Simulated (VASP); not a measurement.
Set up this calculation in VASP 6.6.1, as the native input.

```yaml
Task: single point
Functional: PBE
Potentials_or_basis: VASP PAW PBE potentials, release 64 (Zn, Cd, Se)
Cutoff: 500 eV
k_mesh: 10 × 10 × 10
Occupations: gaussian, width 0.01 eV
Spin: no spin polarisation
Dipole_correction: no
Further_INCAR_settings: ALGO = Normal; EDIFF = 1e-06; NBANDS = 36
```

The structure of ZnCd2Se3 lies in POSCAR:

```
ZnCd2Se3
1.0
   -2.1268602195      2.1268602195      9.1361224711
    2.1268602195     -2.1268602195      9.1361224711
    2.1268602195      2.1268602195     -9.1361224711
Zn Cd Se
1 2 3
Direct
    0.5000000000      0.5000000000      0.0000000000
    0.8380550033      0.8380550033      0.0000000000
    0.1619449967      0.1619449967      0.0000000000
    0.4265401671      0.9265401671      0.5000000000
    0.0734598329      0.5734598329      0.5000000000
    0.7500000000      0.2500000000      0.5000000000
```

These files were run (other wordings do the same):

INCAR

```
SYSTEM = ZnCd2Se3
ALGO = Normal
EDIFF = 1E-6
ENCUT = 500
GGA = PE
GGA_COMPAT = .FALSE.
ISIF = 2
ISMEAR = 0
LASPH = .TRUE.
LCHARG = .FALSE.
LREAL = .FALSE.
LWAVE = .FALSE.
NBANDS = 36
NELM = 120
PREC = Accurate
SIGMA = 0.01
```

KPOINTS

```
k-points
0
G
  10 10 10
  0 0 0
```

Potentials or basis: VASP PAW PBE potentials, release 64 (Zn, Cd, Se).

Launch:

```sh
$ cat potpaw_PBE.64/Zn/POTCAR potpaw_PBE.64/Cd/POTCAR potpaw_PBE.64/Se/POTCAR > POTCAR
$ mpirun -np 1 vasp_std > vasp.out
```

Results of the run:

The pressure is 0.2 GPa, the largest force is 0.015 eV/Å and the band gap on the k mesh is 0.61 eV.

Caveat: semilocal functionals underestimate gaps, and a narrow one can read as zero.

Run time: 36 min on 1 thread of Intel Xeon 8259CL, on a shared host, peak memory 1 GiB.
